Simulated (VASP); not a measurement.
## ZnO: single point with PBEsol

Crystal: ZnO.

```
Zn O
1.0
     3.16541    0.00000    0.00000
    -1.58270    2.74132    0.00000
     0.00000    0.00000    5.31722
Zn O
2 2
Direct
  0.33333 0.66667 0.50519
  0.66667 0.33333 0.00519
  0.66667 0.33333 0.37382
  0.33333 0.66667 0.87382
```

This cell differs from its parent crystal: film at in-plane strain -0.02.

- Program: VASP 6.6.1
- Task: single point
- Functional: PBEsol
- Potentials or basis: VASP PAW PBE potentials, release 64 (Zn, O)
- Cutoff: 520 eV
- k mesh: 8 × 8 × 4
- Occupations: gaussian, width 0.01 eV
- Spin: no spin polarisation

```json
{
 "Pressure": "4.0 GPa",
 "Largest force": "0.009 eV/Å",
 "Band gap on the k mesh": "0.66 eV, direct"
}
```

Forces in eV/Å, atoms in the order of the input:
```
Zn   0.000  0.000  0.009
Zn   0.000  0.000  0.009
O    0.000  0.000 -0.009
O    0.000  0.000 -0.009
```

Stress tensor (GPa, compression positive):
```
5.44 0.00 0.00
0.00 5.44 0.00
0.00 0.00 1.00
```

Levels at points of the mesh, in eV from the valence-band top:
```tsv
k point	band 15	band 16	band 17	band 18	band 19	band 20	band 21	band 22
(0.00, 0.00, 0.00)	-0.83	-0.14	0.00	0.00	0.66	5.40	7.83	13.27
(0.50, 0.00, 0.00)	-2.99	-2.30	-1.49	-0.81	5.82	6.77	7.12	8.85
(0.00, 0.00, 0.50)	-0.41	-0.41	-0.41	-0.41	3.36	3.36	9.83	9.83
(0.50, 0.00, 0.50)	-1.63	-1.63	-1.51	-1.51	5.51	5.51	8.52	8.52
```

It took 24 s on 1 thread of Intel(R) Xeon(R) Platinum 8259CL CPU @ 2.50GHz (Skylake/Cascade Lake), on a shared host, peak memory 0.17 GiB.

Caveat: the cell differs from its parent crystal (film at in-plane strain -0.02); the PAW data sets were made with another functional, which shifts forces and pressure a little.
